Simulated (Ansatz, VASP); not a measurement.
**MgO2 in VASP and in Ansatz**

POSCAR

```
MgO2
1.0
    1.6448800414      0.9496719347      3.4066294030
   -1.6448800414      0.9496719347      3.4066294030
    0.0000000000     -1.8993438694      3.4066294030
Mg O
1 2
Direct
    0.0000000000      0.0000000000      0.0000000000
    0.4287860000      0.4287860000      0.4287860000
    0.5712140000      0.5712140000      0.5712140000
```

INCAR.step1

```
SYSTEM = MgO2
ALGO = Normal
EDIFF = 1E-4
ENCUT = 520
GGA = PE
ISMEAR = 0
LASPH = .True.
LCHARG = .False.
LREAL = .False.
LWAVE = .True.
NBANDS = 14
NELM = 100
PREC = Accurate
SIGMA = 0.05
```

Contents of INCAR.step2:

```
SYSTEM = MgO2
ALGO = Normal
EDIFF = 1E-7
ENCUT = 520
ISIF = 2
ISMEAR = 0
ISTART = 1
LASPH = .True.
LCHARG = .False.
LMIXTAU = .True.
LREAL = .False.
LWAVE = .False.
METAGGA = R2SCAN
NBANDS = 14
NELM = 100
PREC = Accurate
SIGMA = 0.05
```

KPOINTS

```
k-points
0
Gamma
  12 12 12
  0 0 0
```

Input for Ansatz:

```yaml
crystal:
  lattice:
    - [1.6448800414, 0.9496719347, 3.406629403]
    - [-1.6448800414, 0.9496719347, 3.406629403]
    - [0.0, -1.8993438694, 3.406629403]
  atoms:
    - { symbol: Mg, position: [0.0, 0.0, 0.0] }
    - { symbol: O, position: [0.428786, 0.428786, 0.428786] }
    - { symbol: O, position: [0.571214, 0.571214, 0.571214] }
basis:
  ecutwfc: 500
kpoints:
  mp_grid: { grid: [12, 12, 12] }
hamiltonian:
  xc: r2scan
scf:
  occupations: { method: gaussian, width: 0.05 }
output:
  forces: true
  stress: true
  eigenvalues: true
```

Change from the starting cell: strain +0.025 along x and y, -0.025 along z, atoms carried along.

Alike in both runs: task single point; functional r2SCAN; k mesh 12 × 12 × 12; occupations gaussian, width 0.05 eV; no spin polarisation.

|  | VASP | Ansatz |
| --- | --- | --- |
| version | VASP 6.6.1 | Ansatz 0.2.0 |
| potentials or method | VASP PAW PBE potentials, release 64 (Mg, O), cutoff 520 eV | scalar-relativistic, plane waves, PAW |
| valence electrons in the cell | 14 | 22 |

Ansatz gave:

```
gap on the k mesh at the Fermi level (eV)                     : 3.52
least direct gap on the mesh (eV)                             : 3.54
pressure (GPa)                                                : -5.3
traceless stress, the component that is largest in VASP (GPa) : 11.05
rms of the force components (eV/Å)                            : 0.399
```

Question: What did VASP give for the same quantities?

Answer: gap on the k mesh at the Fermi level (eV): 3.49; least direct gap on the mesh (eV): 3.50; pressure (GPa): -5.6; traceless stress, the component that is largest in VASP (GPa): 12.77; rms of the force components (eV/Å): 0.548.

VASP's potentials were made for PBE, not for r2SCAN. Atom by atom the forces differ by 0.149 eV/Å (rms over components). VASP's potentials hold 14 valence electrons a cell and Ansatz's 22, so a difference there can come from the potentials and not from the codes.
